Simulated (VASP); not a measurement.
Wanted: the native input for a VASP 6.6.1 run.

```
Task                   : relaxation of cell and atoms
Functional             : r2SCAN
Potentials or basis    : VASP PAW PBE potentials, release 64 (Co, Al)
Cutoff                 : 600 eV
k mesh                 : 15 × 15 × 15
Occupations            : fermi-dirac, width 0.08 eV
Spin                   : no spin polarisation
Dipole correction      : no
Further INCAR settings : ALGO = Normal; EDIFF = 1e-06; IBRION = 2; EDIFFG = -0.005; NSW = 60; ISIF = 3
```

The system is AlCo (rocksalt type).

```
Co Al
1.0
     0.00000    2.41380    2.41380
     2.41380    0.00000    2.41380
     2.41380    2.41380    0.00000
Co Al
1 1
Direct
  0.00000 0.00000 0.00000
  0.50000 0.50000 0.50000
```

One way to write it, as run:

POSCAR

```
AlCo
1.0
    0.0000000000      2.4137972614      2.4137972614
    2.4137972614      0.0000000000      2.4137972614
    2.4137972614      2.4137972614      0.0000000000
Co Al
1 1
Direct
    0.0000000000      0.0000000000      0.0000000000
    0.5000000000      0.5000000000      0.5000000000
```

INCAR.step1

```
ALGO = Normal
EDIFF = 1E-4
ENCUT = 600
GGA = PE
ISMEAR = -1
LASPH = T
LCHARG = F
LREAL = F
LWAVE = T
NELM = 100
PREC = Accurate
SIGMA = 0.08
```

INCAR.step2

```
ALGO = Normal
EDIFF = 1E-6
EDIFFG = -0.005
ENCUT = 600
IBRION = 2
ISIF = 3
ISMEAR = -1
ISTART = 1
LASPH = T
LCHARG = F
LMIXTAU = T
LREAL = F
LWAVE = F
METAGGA = R2SCAN
NELM = 100
NSW = 60
PREC = Accurate
SIGMA = 0.08
```

KPOINTS

```
k-points
0
Gamma
  15 15 15
```

Potentials or basis: VASP PAW PBE potentials, release 64 (Co, Al).

Launch:

```console
$ cat potpaw_PBE.64/Co/POTCAR potpaw_PBE.64/Al/POTCAR > POTCAR
$ cp INCAR.step1 INCAR
$ mpirun -np 1 vasp_std > vasp.out
$ cp INCAR.step2 INCAR
$ mpirun -np 1 vasp_std > vasp.out
```

Results of the run:

```json
{
  "Relaxed volume": "13.25 Å³/atom",
  "Relaxed cell": "a = 3.347 Å, b = 3.347 Å, c = 3.347 Å, α = 60.00°, β = 60.00°, γ = 60.00°",
  "Space group after relaxing (to 0.1 Å)": "Fm-3m (No. 225)",
  "Energy gained by relaxing": "18.3 meV/atom",
  "Ionic steps": "3",
  "Pressure after relaxing": "0.0 GPa",
  "Band gap on the k mesh": "zero (bands 6 and 7 overlap by 0.08 eV)"
}
```

Caveat: the PAW data sets were made with another functional, which shifts forces and pressure a little; the run has no spin polarisation, though such a crystal can be magnetic.

Wall time 9.7 min on 1 thread of Intel Xeon 8259CL, on a shared host, peak memory 0.21 GiB.
